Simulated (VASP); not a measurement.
# Al8N in VASP: a series of runs

The runs below take Al8N through single point, with PBE.

Everything below comes from runs of VASP 6.6.1. Logs are shortened: lines on timing, memory, paths and dates and some standing lists are left out, and cuts for length are marked.

## (1) The cell of the first run

The cell holds a slab with vacuum, 9 atoms: a = 2.854 Å, b = 2.854 Å, c = 33.476 Å, α = 90.00°, β = 90.00°, γ = 120.00°.

## (2) Single point, PBE

INCAR reads:

```
  PREC = Accurate
  ENCUT = 520
  EDIFF = 1E-7
  ISMEAR = 0
  SIGMA = 0.1
  LREAL = F
  LASPH = T
  NELM = 60
  ALGO = Normal
  ISIF = 2
  LWAVE = F
  LCHARG = F
  LDIPOL = T
  IDIPOL = 3
  DIPOL = 0.5 0.5 0.398
  GGA = PE
  NBANDS = 24
```

KPOINTS reads:

```
regular mesh
0
Gamma
  9 9 1
```

POSCAR reads:

```
Al8N
1.0
    2.8543223330      0.0000000000      0.0000000000
   -1.4271611665      2.4719156510      0.0000000000
    0.0000000000      0.0000000000     33.4760593533
Al N
8 1
Direct
    0.3333333333      0.6666666667      0.1194883770
    0.0000000000      0.0000000000      0.1895622803
    0.6666666667      0.3333333333      0.2596361837
    0.0000000000      0.0000000000      0.3297100869
    0.3333333333      0.6666666667      0.3992195594
    0.0000000000      0.0000000000      0.4696536480
    0.6666666667      0.3333333333      0.5400996810
    0.0000000000      0.0000000000      0.6116627748
    0.7777777778     -0.7777777778      0.6621466141
```

Potentials or basis: VASP PAW PBE potentials, release 64 (Al, N).

The run is started by

```console
$ cat potpaw_PBE.64/Al/POTCAR potpaw_PBE.64/N/POTCAR > POTCAR
$ mpirun -np 1 vasp_std > vasp.out
```

OUTCAR:

```text
PREC = Accurate
   ENCUT = 520
   EDIFF = 1E-7
   ISMEAR = 0
   LREAL = F
   LASPH = T
   NELM = 60
   ISIF = 2
   GGA = PE

 ion  position               nearest neighbor table
   1  0.333  0.667  0.119-   2 2.87   2 2.87   2 2.87
   2  0.000  0.000  0.190-   1 2.87   1 2.87   1 2.87   3 2.87   3 2.87   3 2.87
   3  0.667  0.333  0.260-   4 2.87   4 2.87   4 2.87   2 2.87   2 2.87   2 2.87
   4  0.000  0.000  0.330-   5 2.85   5 2.85   5 2.85   3 2.87   3 2.87   3 2.87
   5  0.333  0.667  0.399-   4 2.85   4 2.85   4 2.85   6 2.88   6 2.88   6 2.88
   6  0.000  0.000  0.470-   5 2.88   5 2.88   5 2.88   7 2.88   7 2.88   7 2.88
   7  0.667  0.333  0.540-   6 2.88   6 2.88   6 2.88   8 2.91   8 2.91   8 2.91
   8  0.000  0.000  0.612-   9 2.02   7 2.91   7 2.91   7 2.91
   9  0.778  0.222  0.662-   8 2.02

  LATTYP: Found a hexagonal cell.
 ALAT       =     2.8543223330
 C/A-ratio  =    11.7281986573

  Lattice vectors:

 A1 = (   2.8543223330,   0.0000000000,   0.0000000000)
 A2 = (  -1.4271611665,   2.4719156510,   0.0000000000)
 A3 = (   0.0000000000,   0.0000000000,  33.4760593533)

Analysis of symmetry for initial positions (statically):
=====================================================================
 Subroutine PRICEL returns:
 Original cell was already a primitive cell.

 Routine SETGRP: Setting up the symmetry group for a
 hexagonal supercell.

 Subroutine GETGRP returns: Found  2 space group operations
 (whereof  2 operations were pure point group operations)
 out of a pool of 24 trial point group operations.

The static configuration has the point symmetry C_1h.

Analysis of symmetry for dynamics (positions and initial velocities):
=====================================================================
 Subroutine PRICEL returns:
 Original cell was already a primitive cell.

 Routine SETGRP: Setting up the symmetry group for a
 hexagonal supercell.

 Subroutine GETGRP returns: Found  2 space group operations
 (whereof  2 operations were pure point group operations)
 out of a pool of 24 trial point group operations.

The dynamic configuration has the point symmetry C_1h.

 Subroutine INISYM returns: Found  2 space group operations
 (whereof  2 operations are pure point group operations),
 and found     1 'primitive' translations

----------------------------------------------------------------------------------------

                                     Primitive cell

  volume of cell :     236.1952

  direct lattice vectors                    reciprocal lattice vectors
     2.854322333  0.000000000  0.000000000     0.350345856  0.202272274  0.000000000
    -1.427161166  2.471915651  0.000000000     0.000000000  0.404544548  0.000000000
     0.000000000  0.000000000 33.476059353     0.000000000  0.000000000  0.029872094

  length of vectors
     2.854322333  2.854322333 33.476059353     0.404544548  0.404544548  0.029872094

  position of ions in fractional coordinates (direct lattice)
     0.333333333  0.666666667  0.119488377
     0.000000000  0.000000000  0.189562280
     0.666666667  0.333333333  0.259636184
     0.000000000  0.000000000  0.329710087
     0.333333333  0.666666667  0.399219559
     0.000000000  0.000000000  0.469653648
     0.666666667  0.333333333  0.540099681
     0.000000000  0.000000000  0.611662775
     0.777777778  0.222222222  0.662146614

  ion indices of the primitive-cell ions
   primitive index   ion index
                 1           1
                 2           2
                 3           3
                 4           4
                 5           5
                 6           6
                 7           7
                 8           8
                 9           9

----------------------------------------------------------------------------------------

 KPOINTS: regular mesh

Automatic generation of k-mesh.
 Grid dimensions read from file:
 generate k-points for:    9    9    1

 Generating k-lattice:

  Cartesian coordinates                     Fractional coordinates (reciprocal lattice)
     0.038927317  0.022474697  0.000000000     0.111111111 -0.000000000  0.000000000
     0.000000000  0.044949394  0.000000000     0.000000000  0.111111111  0.000000000
     0.000000000  0.000000000  0.029872094     0.000000000  0.000000000  1.000000000

  Length of vectors
     0.044949394  0.044949394  0.029872094

  Shift w.r.t. Gamma in fractional coordinates (k-lattice)
     0.000000000  0.000000000  0.000000000

 Subroutine IBZKPT returns following result:
 ===========================================

 Found     25 irreducible k-points:

 Following reciprocal coordinates:
            Coordinates               Weight
  0.000000  0.000000  0.000000      1.000000
  0.111111  0.000000  0.000000      4.000000
 -0.111111  0.111111  0.000000      2.000000
  0.222222  0.000000  0.000000      4.000000
 -0.222222  0.222222  0.000000      2.000000
  0.333333  0.000000  0.000000      4.000000
[... 16 lines left out ...]
 -0.222222 -0.444444  0.000000      4.000000
  0.444444  0.333333  0.000000      4.000000
   k-points           NKPTS =     25   k-points in BZ     NKDIM =     25   number of bands    NBANDS=     24
   number of dos      NEDOS =    301   number of ions     NIONS =      9
   total plane-waves  NPLWV = 144000
   dimension x,y,z NGX =    24 NGY =   24 NGZ =  250
   dimension x,y,z NGXF=    48 NGYF=   48 NGZF=  500
   ions per type =               8   1
   NGX,Y,Z   is equivalent  to a cutoff of  13.98, 13.98, 12.42 a.u.
   NGXF,Y,Z  is equivalent  to a cutoff of  27.96, 27.96, 24.83 a.u.
 SYSTEM =  unknown system
   PREC   = accura    normal or accurate (medium, high low for compatibility)
   ISTART =      0    job   : 0-new  1-cont  2-samecut
   ICHARG =      2    charge: 1-file 2-atom 10-const
   ISPIN  =      1    spin polarized calculation?
   LNONCOLLINEAR =      F non collinear calculations
   LSORBIT =      F    spin-orbit coupling
   LASPH  =      T    aspherical Exc in radial PAW
   ENCUT  =  520.0 eV  38.22 Ry    6.18 a.u.   5.31  5.31 62.24*2*pi/ulx,y,z
   NELM   =     60;   NELMIN=  2; NELMDL= -5     # of ELM steps
   EDIFF  = 0.1E-06   stopping-criterion for ELM
   LREAL  =      F    real-space projection
   EDIFFG = 0.1E-05   stopping-criterion for IOM
   NSW    =      0    number of steps for IOM
   IBRION =     -1    ionic relax: 0-MD 1-quasi-New 2-CG
   NFREE  =      0    steps in history (QN), initial steepest desc. (CG)
   ISIF   =      2    stress and relaxation
   ISYM   =      2    0-nonsym 1-usesym 2-fastsym
   POTIM  = 0.5000    time-step for ionic-motion
   TEBEG  =    0.0;   TEEND  =   0.0 temperature during run
   PSTRESS=    0.0 pullay stress
   NELECT =      29.0000    total number of electrons
   NUPDOWN=      -1.0000    fix difference up-down
   EMIN   =  10.00;   EMAX   =-10.00  energy-range for DOS
   EFERMI =   0.00;   METHOD = LEGACY
   ISMEAR =     0;   SIGMA  =   0.10  broadening in eV -4-tet -1-fermi 0-gaus
   EFERMI_NEDOS =   21; number of points for ismear=-14 and -15
   IALGO  =     38    algorithm
   IMIX   =      4    mixing-type and parameters
     AMIX     =   0.40;   BMIX     =  1.00
     AMIX_MAG =   1.60;   BMIX_MAG =  1.00
  volume/ion in A,a.u.               =      26.24       177.10
  Fermi-wavevector in a.u.,A,eV,Ry     =   0.813674  1.537621  9.007949  0.662066
  Thomas-Fermi vector in A             =   1.923442
   LORBIT       =      0    0 simple, 1 ext, 2 COOP (PROOUT), +10 PAW based schemes
   GGA     = PE    functional components
   LHFCALC =     F    Hartree Fock is set to
   AEXX    =    0.0000 exact exchange contribution
   IVDW    =     0    specifies the selected vdW correction
   LEPSILON=     F    determine dielectric tensor
   LRPA    =     F    only Hartree local field effects (RPA)
 non-spin polarized calculation
 Gauss-broadening in eV      SIGMA  =   0.10
  energy-cutoff  :      520.00
  volume of cell :      236.20
 maximum number of plane-waves:      6403
 NGX is ok and might be reduce to    24
   NGX = 11   NGY = 11   NGZ =125

 number of electron      28.9999999 magnetization

 dipolmoment           0.000000      0.000000      0.153790 electrons x Angstroem

 Free energy of the ion-electron system (eV)
  ---------------------------------------------------
  ext. energy  EPLUGINS =         0.00000000
  ---------------------------------------------------
  free energy    TOTEN  =       -34.42112571 eV

  energy without entropy =      -34.39286580  energy(sigma->0) =      -34.40699575

 E-fermi :   2.0484     XC(G=0):  -6.6244

 val. band max:        2.0421054311   @ k =   0.2222   0.2222   0.0000
 cond. band min:       2.0566030272   @ k =  -0.2222  -0.4444   0.0000
 fundamental gap:      0.0144975961
 Fermi energy:         2.0483726015

 k-point     1 :       0.0000    0.0000    0.0000
  band No.  band energies     occupation
      1     -11.8912      2.00000
      2      -8.9561      2.00000
      3      -8.6217      2.00000
      4      -8.1322      2.00000
      5      -7.4028      2.00000
      6      -6.5506      2.00000
[... 16 lines left out ...]
     23      11.2061      0.00000
     24      12.2289      0.00000

 k-point     2 :       0.1111    0.0000    0.0000
  band No.  band energies     occupation
      1     -11.7281      2.00000
      2      -8.6577      2.00000
      3      -8.3246      2.00000
      4      -7.8372      2.00000
      5      -7.1104      2.00000
      6      -6.2616      2.00000
[... 16 lines left out ...]
     23       9.8904      0.00000
     24      10.1002      0.00000

 k-point     3 :      -0.1111    0.1111    0.0000
  band No.  band energies     occupation
      1     -11.7252      2.00000
      2      -8.6577      2.00000
      3      -8.3246      2.00000
      4      -7.8371      2.00000
      5      -7.1104      2.00000
      6      -6.2615      2.00000
[... 16 lines left out ...]
     23       9.8610      0.00000
     24      10.1144      0.00000

 k-point     4 :       0.2222    0.0000    0.0000
  band No.  band energies     occupation
      1     -11.2786      2.00000
      2      -7.7662      2.00000
      3      -7.4372      2.00000
      4      -6.9559      2.00000
      5      -6.2376      2.00000
      6      -5.4000      2.00000
[... 16 lines left out ...]
     23       7.8113      0.00000
     24       8.2337      0.00000

 k-point     5 :      -0.2222    0.2222    0.0000
  band No.  band energies     occupation
      1     -11.2664      2.00000
      2      -7.7662      2.00000
      3      -7.4372      2.00000
      4      -6.9559      2.00000
      5      -6.2376      2.00000
      6      -5.3998      2.00000
[... 451 lines left out ...]
 k-point    22 :       0.3333    0.2222    0.0000
  band No.  band energies     occupation
      1     -10.0342      2.00000
      2      -3.3957      2.00000
      3      -3.0932      2.00000
      4      -2.6628      2.00000
      5      -2.0508      2.00000
      6      -1.4361      2.00000
[... 16 lines left out ...]
     23       3.6859      0.00000
     24       4.0879      0.00000

 k-point    23 :      -0.2222   -0.4444    0.0000
  band No.  band energies     occupation
      1     -10.0231      2.00000
      2      -3.3958      2.00000
      3      -3.0941      2.00000
      4      -2.6659      2.00000
      5      -2.0619      2.00000
      6      -1.4658      2.00000
[... 16 lines left out ...]
     23       3.6841      0.00000
     24       4.2223      0.00000

 k-point    24 :       0.4444    0.3333    0.0000
  band No.  band energies     occupation
      1     -10.0063      2.00000
      2      -3.3959      2.00000
      3      -3.0949      2.00000
      4      -2.6683      2.00000
      5      -2.0696      2.00000
      6      -1.4865      2.00000
[... 16 lines left out ...]
     23       3.7710      0.00000
     24       4.1974      0.00000

 [... further k-points ...]

------------------------ aborting loop because EDIFF is reached ----------------------------------------

 vacuum level on the upper side and lower side of the slab       (xc-potential included)         1.933        -1.948

  FORCE on cell =-STRESS in cart. coord.  units (eV):
  Direction    XX          YY          ZZ          XY          YZ          ZX
  --------------------------------------------------------------------------------------
  -------------------------------------------------------------------------------------
  Total       -2.3248129     -2.2672574     -4.6352151      0.0498445      0.0405227     -0.0701872
  in kB      -15.7698512    -15.3794365    -31.4419511      0.3381091      0.2748764     -0.4760989
  external PRESSURE =     -20.8637462 kB  Pullay stress =       0.0000000 kB

 VOLUME and BASIS-vectors are now :
 -----------------------------------------------------------------------------
  energy-cutoff  :      520.00
  volume of cell :      236.20
      direct lattice vectors                 reciprocal lattice vectors
     2.854322333  0.000000000  0.000000000     0.350345856  0.202272274  0.000000000
    -1.427161166  2.471915651  0.000000000     0.000000000  0.404544548  0.000000000
     0.000000000  0.000000000 33.476059353     0.000000000  0.000000000  0.029872094

 POSITION                                       TOTAL-FORCE (eV/Angst)
 -----------------------------------------------------------------------------------
     -0.00000      1.64794      4.00000         0.000223     -0.000129     -0.097126
      0.00000      0.00000      6.34580        -0.006123      0.003535      0.040954
      1.42716      0.82397      8.69160         0.011352     -0.006554      0.023945
      0.00000      0.00000     11.03739        -0.007950      0.004590     -0.027552
     -0.00000      1.64794     13.36430         0.000944     -0.000545      0.146278
      0.00000      0.00000     15.72215         0.020490     -0.011830     -0.089886
      1.42716      0.82397     18.08041        -0.101678      0.058704      0.144520
      0.00000      0.00000     20.47606         0.221679     -0.127986      2.617589
      1.90288      0.54931     22.16606        -0.138936      0.080215     -2.758721
 -----------------------------------------------------------------------------------
    total drift:                               -0.000320      0.000185     -0.000064

  FREE ENERGIE OF THE ION-ELECTRON SYSTEM (eV)
  ---------------------------------------------------
  free  energy   TOTEN  =       -34.4211257119 eV

  energy  without entropy=      -34.3928657973  energy(sigma->0) =      -34.40699575

 vacuum level on the upper side and lower side of the slab        10.065         6.118
```

It took 10 min on 1 thread of Intel Xeon Platinum 8488C (Sapphire Rapids), shared host; peak memory 0.42 GiB.

Results:

| Property | Result |
| --- | --- |
| Free energy | -34.4211 eV |
| Largest force | 2.763 eV/Å |

Forces in eV/Å, atoms in the order of the input:
```
Al   0.000  0.000 -0.097
Al  -0.006  0.004  0.041
Al   0.011 -0.007  0.024
Al  -0.008  0.005 -0.028
Al   0.001 -0.001  0.146
Al   0.020 -0.012 -0.090
Al  -0.102  0.059  0.145
Al   0.222 -0.128  2.618
N   -0.139  0.080 -2.759
```

Levels at points of the mesh, in eV from the Fermi level:
| k point | band 12 | band 13 | band 14 | band 15 | band 16 | band 17 |
| --- | --- | --- | --- | --- | --- | --- |
| (0.00, 0.00, 0.00) | -0.91 | 0.59 | 1.14 | 1.28 | 2.24 | 3.60 |

## (3) Single point, PBE

INCAR, as its differences from that of step 2:

```diff
@@ -2,3 +2,3 @@
   ENCUT = 520
-  EDIFF = 1E-7
+  EDIFF = 1E-6
   ISMEAR = 0
@@ -14,3 +14,3 @@
   IDIPOL = 3
-  DIPOL = 0.5 0.5 0.398
+  DIPOL = 0.5 0.5 0.400
   GGA = PE
```

KPOINTS reads:

```
Automatic mesh
0
Gamma
  9 9 1
```

POSCAR, as its differences from that of step 2:

```diff
@@ -16,2 +16,2 @@
     0.0000000000      0.0000000000      0.6116627748
-    0.7777777778     -0.7777777778      0.6621466141
+    0.7777777778     -0.7777777778      0.6854468476
```

Potentials or basis: VASP PAW PBE potentials, release 64 (Al, N).

The run is started by

```console
$ cat potpaw_PBE.64/Al/POTCAR potpaw_PBE.64/N/POTCAR > POTCAR
$ mpirun -np 1 vasp_std > vasp.out
```

Wall time 6.8 min (1 thread of Intel Xeon Platinum 8488C (Sapphire Rapids), shared host); peak memory 0.42 GiB.

It converged, with:

| Quantity | Value |
| --- | --- |
| Free energy | -32.4235 eV |
| Largest force | 1.994 eV/Å |

Forces in eV/Å, atoms in the order of the input:
```
Al   0.001  0.000 -0.053
Al   0.005 -0.003  0.064
Al  -0.004  0.002 -0.028
Al  -0.002  0.001 -0.050
Al   0.000  0.000  0.204
Al   0.019 -0.011 -0.142
Al  -0.045  0.026  0.034
Al  -0.216  0.125  1.944
N    0.243 -0.141 -1.974
```

Levels at points of the mesh, in eV from the Fermi level:
| k point | band 10 | band 11 | band 12 | band 13 | band 14 | band 15 | band 16 | band 17 | band 18 | band 19 |
| --- | --- | --- | --- | --- | --- | --- | --- | --- | --- | --- |
| (0.00, 0.00, 0.00) | -3.97 | -2.50 | -1.23 | 0.03 | 1.36 | 1.38 | 1.56 | 3.06 | 4.13 | 5.26 |

## (4) Single point, PBE

INCAR reads:

```
SYSTEM = Al8N
  PREC = Accurate
  ENCUT = 520
  EDIFF = 1E-6
  ISMEAR = 0
  SIGMA = 0.1
  LREAL = .FALSE.
  LASPH = .TRUE.
  NELM = 60
  ALGO = Normal
  ISIF = 2
  LWAVE = .FALSE.
  LCHARG = .TRUE.
  LDIPOL = .TRUE.
  IDIPOL = 3
  DIPOL = 0.5 0.5 0.404
  GGA = PE
  LELF = .TRUE.
  LVHAR = .TRUE.
  LVACPOTAV = .TRUE.
  NBANDS = 24
```

KPOINTS reads:

```
regular mesh
0
G
  9 9 1
  0 0 0
```

POSCAR, as its differences from that of step 3:

```diff
@@ -16,2 +16,2 @@
     0.0000000000      0.0000000000      0.6116627748
-    0.7777777778     -0.7777777778      0.6854468476
+    0.7777777778     -0.7777777778      0.7212933607
```

The run is started by

```console
$ cat potpaw_PBE.64/Al/POTCAR potpaw_PBE.64/N/POTCAR > POTCAR
$ mpirun -np 1 vasp_std > vasp.out
```

Wall time 6.5 min (1 thread of Intel Xeon Platinum 8488C (Sapphire Rapids), shared host); peak memory 0.42 GiB.

The run converged. Its results:

| Quantity | Value |
| --- | --- |
| Free energy | -31.2434 eV |
| Largest force | 0.371 eV/Å |

Forces on the atoms (eV/Å):
```
Al   0.000  0.000 -0.082
Al  -0.001  0.000  0.033
Al   0.001  0.000 -0.001
Al  -0.001  0.000 -0.119
Al   0.000  0.000  0.188
Al   0.004 -0.002 -0.042
Al  -0.004  0.003 -0.034
Al  -0.012  0.007  0.371
N    0.013 -0.008 -0.315
```

Levels at points of the mesh, in eV from the Fermi level:
```tsv
k point	band 10	band 11	band 12	band 13	band 14	band 15	band 16	band 17	band 18	band 19
(0.00, 0.00, 0.00)	-3.95	-2.37	-1.16	-0.50	1.10	1.48	1.48	2.71	3.91	4.90
```

## (5) Single point, PBE

INCAR reads:

```
  PREC = Accurate
  ENCUT = 520
  EDIFF = 1E-6
  ISMEAR = 0
  SIGMA = 0.1
  LREAL = False
  LASPH = True
  NELM = 100
  ALGO = Normal
  ISIF = 2
  LWAVE = False
  LCHARG = False
  LDIPOL = True
  IDIPOL = 3
  DIPOL = 0.5 0.5 0.402
  GGA = PE
  NBANDS = 24
```

KPOINTS reads:

```
regular mesh
0
Gamma
  9 9 1
```

POSCAR, as its differences from that of step 4:

```diff
@@ -16,2 +16,2 @@
     0.0000000000      0.0000000000      0.6116627748
-    0.7777777778     -0.7777777778      0.7212933607
+    0.7777777778     -0.7777777778      0.7003828947
```

The run is started by

```console
$ cat potpaw_PBE.64/Al/POTCAR potpaw_PBE.64/N/POTCAR > POTCAR
$ mpirun -np 1 vasp_std > vasp.out
```

Wall time 7.3 min (1 thread of Intel Xeon Platinum 8259CL at 2.50GHz (Skylake/Cascade Lake), shared host); peak memory 0.41 GiB.

Results (log left out):

```
Free energy   : -31.6639 eV
Largest force : 1.115 eV/Å
```

Forces in eV/Å, atoms in the order of the input:
```
Al   0.001  0.000 -0.081
Al   0.000  0.000  0.048
Al   0.000  0.000 -0.012
Al  -0.002  0.001 -0.079
Al   0.000  0.000  0.191
Al   0.015 -0.009 -0.080
Al  -0.025  0.015 -0.046
Al  -0.083  0.048  1.111
N    0.094 -0.054 -1.052
```

Levels at points of the mesh, in eV from the Fermi level:
```
           k point  band 11  band 12  band 13  band 14  band 15  band 16  band 17  band 18
(0.00, 0.00, 0.00)    -2.42    -1.23    -0.23     1.31     1.49     1.49     2.88     4.05
```
